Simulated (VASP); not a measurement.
Set up this calculation in VASP 6.6.1, as the native input.

* Task: single point
* Functional: PBE
* Potentials or basis: VASP PAW PBE potentials, release 64 (Li_sv, Pr_3, N), 4f in core
* Cutoff: 750 eV
* k mesh: 3 × 3 × 4
* Occupations: gaussian, width 0.2 eV
* Spin: no spin polarisation
* Dipole correction: no
* Further INCAR settings: ALGO = Normal; EDIFF = 1e-06; NBANDS = 32

The structure of LiPr3N2 lies in POSCAR:

```
LiPr3N2
1.0
    6.8263743795      0.0000000033      0.0000000000
   -3.4131871926      5.9118136267      0.0000000000
    0.0000000000      0.0000000000      3.3569275518
Li Pr N
1 3 2
Direct
    0.0000000000      0.0000000000      0.0000000000
    0.5000000000      0.0000000000      0.5000000000
    0.5000000000      0.5000000000      0.5000000000
    0.0000000000      0.5000000000      0.5000000000
    0.3333333333      0.6666666667      0.0000000000
    0.6666666667      0.3333333333      0.0000000000
```

The cell was generated, and may not be a known phase.

These files were run (other wordings do the same):

INCAR

```
PREC = Accurate
ENCUT = 750
EDIFF = 1E-6
ISMEAR = 0
SIGMA = 0.2
LREAL = False
LASPH = True
NELM = 200
ALGO = Normal
ISIF = 2
LWAVE = False
LCHARG = False
GGA = PE
NBANDS = 32
GGA_COMPAT = False
LMAXMIX = 6
```

KPOINTS

```
regular mesh
0
Gamma
  3 3 4
```

Potentials or basis: VASP PAW PBE potentials, release 64 (Li_sv, Pr_3, N), 4f in core.

The run is started by

```sh
$ cat potpaw_PBE.64/Li_sv/POTCAR potpaw_PBE.64/Pr_3/POTCAR potpaw_PBE.64/N/POTCAR > POTCAR
$ mpirun -np 1 vasp_std > vasp.out
```

It gave:

```yaml
Pressure: 0.2 GPa
Band_gap_on_the_k_mesh: zero (bands 23 and 24 overlap by 1.41 eV)
```

Caveat: the k points lie up to 0.47 Å⁻¹ apart, too coarse for converged energies and pressures of a metal; spin-orbit coupling is left out, which moves the levels of the heavy elements; the 4f electrons are frozen in the core, so they carry no moment and show no levels; the run has no spin polarisation, though such a crystal can be magnetic.

It took 48 s on 1 thread of Intel(R) Xeon(R) 6975P-C (Granite Rapids), on a shared host, peak memory 0.38 GiB.
